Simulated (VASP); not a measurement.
# LiSi2B3 (P-6m2) in VASP: density of states with PBE

Aim: the density of states of LiSi2B3 with PBE.

Everything below comes from runs of VASP 6.6.1. Logs are shortened: lines on timing, memory, paths and dates and some standing lists are left out, and cuts for length are marked.

### 1 The cell of the first run

The structure is hexagonal, space group P-6m2 (No. 187). Conventional cell: a = 3.362 Å, b = 3.362 Å, c = 7.591 Å, α = 90.00°, β = 90.00°, γ = 120.00°. Within 2.8 Å of Li (site symmetry -6m2) lie 6 B at 2.08 Å. Si (site symmetry 3m) has 4 B at 1.91 to 2.25 Å and 1 Si at 2.27 Å within 2.5 Å. B (site symmetry 3m) has 1 B at 1.51 Å and 1 Si at 1.91 Å within 2.0 Å. Within 3.0 Å of B (site symmetry -6m2) lie 6 Si at 2.25 Å.

### 2 Density of states, PBE

File POSCAR:

```
LiSi2B3
1.0
    3.3617787864      0.0000000000      0.0000000000
   -1.6808893932      2.9113858309      0.0000000000
    0.0000000000      0.0000000000      7.5913120808
Li Si B
1 2 3
Direct
    0.0000000000      0.0000000000      0.5000000000
    0.3333333333      0.6666666667      0.8507992573
    0.3333333333      0.6666666667      0.1492007427
    0.3333333333      0.6666666667      0.4006291986
    0.3333333333      0.6666666667      0.5993708014
    0.6666666667      0.3333333333      0.0000000000
```

File INCAR.step1:

```
SYSTEM = LiSi2B3
  PREC = Accurate
  ENCUT = 650
  EDIFF = 1E-6
  ISMEAR = 0
  SIGMA = 0.1
  LREAL = .FALSE.
  LASPH = .TRUE.
  NELM = 120
  ALGO = Normal
  ISIF = 2
  LWAVE = .FALSE.
  LCHARG = .TRUE.
  GGA = PE
  NBANDS = 19
  GGA_COMPAT = .FALSE.
  NEDOS = 2001
  LORBIT = 11
```

File KPOINTS.step1:

```
regular mesh
0
G
  12 12 6
  0 0 0
```

File INCAR.step2:

```
SYSTEM = LiSi2B3
  PREC = Accurate
  ENCUT = 650
  EDIFF = 1E-6
  ISMEAR = -5
  SIGMA = 0.1
  LREAL = .FALSE.
  LASPH = .TRUE.
  NELM = 120
  ALGO = Normal
  ISIF = 2
  LWAVE = .FALSE.
  LCHARG = .FALSE.
  GGA = PE
  LORBIT = 10
  NBANDS = 19
  NEDOS = 2001
  ICHARG = 11
  GGA_COMPAT = .FALSE.
```

File KPOINTS.step2:

```
regular mesh
0
G
  18 18 9
  0 0 0
```

Potentials or basis: VASP PAW PBE potentials, release 64 (Li_sv, Si, B).

Launch:

```console
$ cat potpaw_PBE.64/Li_sv/POTCAR potpaw_PBE.64/Si/POTCAR potpaw_PBE.64/B/POTCAR > POTCAR
$ cp INCAR.step1 INCAR
$ cp KPOINTS.step1 KPOINTS
$ mpirun -np 1 vasp_std > vasp.out
$ cp INCAR.step2 INCAR
$ cp KPOINTS.step2 KPOINTS
$ mpirun -np 1 vasp_std > vasp.out
```

OUTCAR:

```text
SYSTEM = LiSi2B3
   PREC = Accurate
   ENCUT = 650
   EDIFF = 1E-6
   ISMEAR = -5
   LREAL = .FALSE.
   LASPH = .TRUE.
   NELM = 120
   ISIF = 2
   GGA = PE
   LORBIT = 10
   ICHARG = 11

 ion  position               nearest neighbor table
   1  0.000  0.000  0.500-   4 2.08   5 2.08   4 2.08   5 2.08   4 2.08   5 2.08
   2  0.333  0.667  0.851-   5 1.91   6 2.25   6 2.25   6 2.25   3 2.27
   3  0.333  0.667  0.149-   4 1.91   6 2.25   6 2.25   6 2.25   2 2.27
   4  0.333  0.667  0.401-   5 1.51   3 1.91   1 2.08   1 2.08   1 2.08
   5  0.333  0.667  0.599-   4 1.51   2 1.91   1 2.08   1 2.08   1 2.08
   6  0.667  0.333  0.000-   2 2.25   3 2.25   2 2.25   3 2.25   2 2.25   3 2.25

  LATTYP: Found a hexagonal cell.
 ALAT       =     3.3617787864
 C/A-ratio  =     2.2581236194

  Lattice vectors:

 A1 = (   3.3617787864,   0.0000000000,   0.0000000000)
 A2 = (  -1.6808893932,   2.9113858309,   0.0000000000)
 A3 = (   0.0000000000,   0.0000000000,   7.5913120808)

Analysis of symmetry for initial positions (statically):
=====================================================================
 Subroutine PRICEL returns:
 Original cell was already a primitive cell.

 Routine SETGRP: Setting up the symmetry group for a
 hexagonal supercell.

 Subroutine GETGRP returns: Found 12 space group operations
 (whereof 12 operations were pure point group operations)
 out of a pool of 24 trial point group operations.

The static configuration has the point symmetry D_3h.

Analysis of symmetry for dynamics (positions and initial velocities):
=====================================================================
 Subroutine PRICEL returns:
 Original cell was already a primitive cell.

 Routine SETGRP: Setting up the symmetry group for a
 hexagonal supercell.

 Subroutine GETGRP returns: Found 12 space group operations
 (whereof 12 operations were pure point group operations)
 out of a pool of 24 trial point group operations.

The dynamic configuration has the point symmetry D_3h.

 Subroutine INISYM returns: Found 12 space group operations
 (whereof 12 operations are pure point group operations),
 and found     1 'primitive' translations

----------------------------------------------------------------------------------------

                                     Primitive cell

  volume of cell :      74.2995

  direct lattice vectors                    reciprocal lattice vectors
     3.361778786  0.000000000  0.000000000     0.297461571  0.171739518  0.000000000
    -1.680889393  2.911385831  0.000000000     0.000000000  0.343479036  0.000000000
     0.000000000  0.000000000  7.591312081     0.000000000  0.000000000  0.131729534

  length of vectors
     3.361778786  3.361778786  7.591312081     0.343479036  0.343479036  0.131729534

  position of ions in fractional coordinates (direct lattice)
     0.000000000  0.000000000  0.500000000
     0.333333333  0.666666667  0.850799257
     0.333333333  0.666666667  0.149200743
     0.333333333  0.666666667  0.400629199
     0.333333333  0.666666667  0.599370801
     0.666666667  0.333333333  0.000000000

  ion indices of the primitive-cell ions
   primitive index   ion index
                 1           1
                 2           2
                 3           3
                 4           4
                 5           5
                 6           6

----------------------------------------------------------------------------------------

 KPOINTS: regular mesh

Automatic generation of k-mesh.
 Grid dimensions read from file:
 generate k-points for:   18   18    9

 Generating k-lattice:

  Cartesian coordinates                     Fractional coordinates (reciprocal lattice)
     0.016525643  0.009541084  0.000000000     0.055555556 -0.000000000  0.000000000
     0.000000000  0.019082169  0.000000000     0.000000000  0.055555556  0.000000000
     0.000000000  0.000000000  0.014636615     0.000000000  0.000000000  0.111111111

  Length of vectors
     0.019082169  0.019082169  0.014636615

  Shift w.r.t. Gamma in fractional coordinates (k-lattice)
     0.000000000  0.000000000  0.000000000

 TETIRR: Found   2805 inequivalent tetrahedra from    17496

 Subroutine IBZKPT returns following result:
 ===========================================

 Found    185 irreducible k-points:

 Following reciprocal coordinates:
            Coordinates               Weight
  0.000000  0.000000  0.000000      1.000000
  0.055556  0.000000  0.000000      6.000000
  0.111111  0.000000  0.000000      6.000000
  0.166667  0.000000  0.000000      6.000000
  0.222222 -0.000000  0.000000      6.000000
  0.277778  0.000000  0.000000      6.000000
[... 16 lines left out ...]
  0.333333  0.111111  0.000000     12.000000
  0.388889  0.111111  0.000000     12.000000
 [... further k-points ...]
   k-points           NKPTS =    185   k-points in BZ     NKDIM =    185   number of bands    NBANDS=     19
   number of dos      NEDOS =   2001   number of ions     NIONS =      6
   total plane-waves  NPLWV =  50176
   dimension x,y,z NGX =    28 NGY =   28 NGZ =   64
   dimension x,y,z NGXF=    56 NGYF=   56 NGZF=  128
   ions per type =               1   2   3
   NGX,Y,Z   is equivalent  to a cutoff of  13.85, 13.85, 14.02 a.u.
   NGXF,Y,Z  is equivalent  to a cutoff of  27.69, 27.69, 28.03 a.u.
 SYSTEM =  LiSi2B3
   PREC   = accura    normal or accurate (medium, high low for compatibility)
   ISTART =      0    job   : 0-new  1-cont  2-samecut
   ICHARG =     11    charge: 1-file 2-atom 10-const
   ISPIN  =      1    spin polarized calculation?
   LNONCOLLINEAR =      F non collinear calculations
   LSORBIT =      F    spin-orbit coupling
   LASPH  =      T    aspherical Exc in radial PAW
   ENCUT  =  650.0 eV  47.77 Ry    6.91 a.u.   6.99  6.99 15.78*2*pi/ulx,y,z
   NELM   =    120;   NELMIN=  2; NELMDL=  0     # of ELM steps
   EDIFF  = 0.1E-05   stopping-criterion for ELM
   LREAL  =      F    real-space projection
   EDIFFG = 0.1E-04   stopping-criterion for IOM
   NSW    =      0    number of steps for IOM
   IBRION =     -1    ionic relax: 0-MD 1-quasi-New 2-CG
   NFREE  =      0    steps in history (QN), initial steepest desc. (CG)
   ISIF   =      2    stress and relaxation
   ISYM   =      2    0-nonsym 1-usesym 2-fastsym
   POTIM  = 0.5000    time-step for ionic-motion
   TEBEG  =    0.0;   TEEND  =   0.0 temperature during run
   PSTRESS=    0.0 pullay stress
   NELECT =      20.0000    total number of electrons
   NUPDOWN=      -1.0000    fix difference up-down
   EMIN   =  10.00;   EMAX   =-10.00  energy-range for DOS
   EFERMI =   0.00;   METHOD = LEGACY
   ISMEAR =    -5;   SIGMA  =   0.10  broadening in eV -4-tet -1-fermi 0-gaus
   EFERMI_NEDOS =   21; number of points for ismear=-14 and -15
   IALGO  =     38    algorithm
   IMIX   =      4    mixing-type and parameters
     AMIX     =   0.40;   BMIX     =  1.00
     AMIX_MAG =   1.60;   BMIX_MAG =  1.00
  volume/ion in A,a.u.               =      12.38        83.57
  Fermi-wavevector in a.u.,A,eV,Ry     =   1.057036  1.997507 15.202117  1.117324
  Thomas-Fermi vector in A             =   2.192293
   LORBIT       =     10    0 simple, 1 ext, 2 COOP (PROOUT), +10 PAW based schemes
   GGA     = PE    functional components
   LHFCALC =     F    Hartree Fock is set to
   AEXX    =    0.0000 exact exchange contribution
   IVDW    =     0    specifies the selected vdW correction
   LEPSILON=     F    determine dielectric tensor
   LRPA    =     F    only Hartree local field effects (RPA)
 non-spin polarized calculation
 Fermi weights with tetrahedron method with Bloechl corrections
  energy-cutoff  :      650.00
  volume of cell :       74.30
 maximum number of plane-waves:      2815
 NGX is ok and might be reduce to    28

 number of electron      19.9999997 magnetization

 Free energy of the ion-electron system (eV)
  ---------------------------------------------------
  ext. energy  EPLUGINS =         0.00000000
  ---------------------------------------------------
  free energy    TOTEN  =       -28.78229227 eV

  energy without entropy =      -28.78229227  energy(sigma->0) =      -28.78229227

 E-fermi :   5.0792     XC(G=0): -10.0207

 val. band max:        5.1013843536   @ k =   0.1111   0.0556   0.1111
 cond. band min:       5.0666530821   @ k =   0.3333   0.2778   0.3333
 fundamental gap:     -0.0347312715
 Fermi energy:         5.0792260183

 k-point     1 :       0.0000    0.0000    0.0000
  band No.  band energies     occupation
      1     -39.1856      2.00000
      2      -8.1304      2.00000
      3      -4.5625      2.00000
      4      -4.1649      2.00000
      5       0.3705      2.00000
      6       1.8733      2.00000
[... 11 lines left out ...]
     18      13.4750      0.00000
     19      13.5672      0.00000

 k-point     2 :       0.0556    0.0000    0.0000
  band No.  band energies     occupation
      1     -39.1854      2.00000
      2      -8.0853      2.00000
      3      -4.5187      2.00000
      4      -4.1384      2.00000
      5       0.3890      2.00000
      6       1.9033      2.00000
[... 11 lines left out ...]
     18      12.9793      0.00000
     19      13.4833      0.00000

 k-point     3 :       0.1111    0.0000    0.0000
  band No.  band energies     occupation
      1     -39.1848      2.00000
      2      -7.9503      2.00000
      3      -4.3883      2.00000
      4      -4.0600      2.00000
      5       0.4430      2.00000
      6       1.9890      2.00000
[... 434 lines left out ...]
      1     -39.1793      2.00000
      2      -5.9804      2.00000
      3      -3.1250      2.00000
      4      -2.6036      2.00000
      5      -1.8404      2.00000
      6       1.1235      2.00000
[... 11 lines left out ...]
     18      12.7758      0.00000
     19      12.9528      0.00000

 k-point    24 :       0.3889    0.1111    0.0000
  band No.  band energies     occupation
      1     -39.1787      2.00000
      2      -5.5487      2.00000
      3      -3.0001      2.00000
      4      -2.4883      2.00000
      5      -2.2740      2.00000
      6       1.2283      2.00000
[... 11 lines left out ...]
     18      12.6419      0.00000
     19      13.0327      0.00000

 [... further k-points ...]
[... 5 lines left out ...]
  --------------------------------------------------------------------------------------
  -------------------------------------------------------------------------------------
  Total        0.0062427      0.0062427     -0.1038692      0.0000000      0.0000000      0.0000000
  in kB        0.1346157      0.1346157     -2.2398115      0.0000000      0.0000000      0.0000000
  external PRESSURE =      -0.6568601 kB  Pullay stress =       0.0000000 kB

 VOLUME and BASIS-vectors are now :
 -----------------------------------------------------------------------------
  energy-cutoff  :      650.00
  volume of cell :       74.30
      direct lattice vectors                 reciprocal lattice vectors
     3.361778786  0.000000000  0.000000000     0.297461571  0.171739518  0.000000000
    -1.680889393  2.911385831  0.000000000     0.000000000  0.343479036  0.000000000
     0.000000000  0.000000000  7.591312081     0.000000000  0.000000000  0.131729534

 POSITION                                       TOTAL-FORCE (eV/Angst)
 -----------------------------------------------------------------------------------
      0.00000      0.00000      3.79566         0.000000     -0.000000      0.000000
     -0.00000      1.94092      6.45868        -0.000000      0.000000      0.023859
     -0.00000      1.94092      1.13263        -0.000000      0.000000     -0.023859
     -0.00000      1.94092      3.04130        -0.000000      0.000000      0.002958
     -0.00000      1.94092      4.55001        -0.000000     -0.000000     -0.002958
      1.68089      0.97046      0.00000         0.000000     -0.000000      0.000000
 -----------------------------------------------------------------------------------
    total drift:                                0.000067     -0.000039      0.000000

  FREE ENERGIE OF THE ION-ELECTRON SYSTEM (eV)
  ---------------------------------------------------
  free  energy   TOTEN  =       -28.7822922737 eV

  energy  without entropy=      -28.7822922737  energy(sigma->0) =      -28.78229227

 total charge

# of ion       s       p       d       tot
------------------------------------------
    1        2.061   0.119   0.000   2.181
    2        0.736   0.871   0.000   1.606
    3        0.736   0.871   0.000   1.606
    4        0.759   1.220   0.000   1.980
    5        0.759   1.220   0.000   1.980
    6        0.645   1.096   0.000   1.742
--------------------------------------------------
tot          5.697   5.398   0.000  11.095
```

Run time: 9.2 min. Hardware: 1 thread of Intel Xeon 8259CL, shared host; peak memory 0.44 GiB.

What came out:

- Valence electrons inside the program's atomic spheres: Li 2.18; Si 1.61; B 1.98, 1.74

Caveat: tetrahedron occupations give inexact forces and stress in metals.
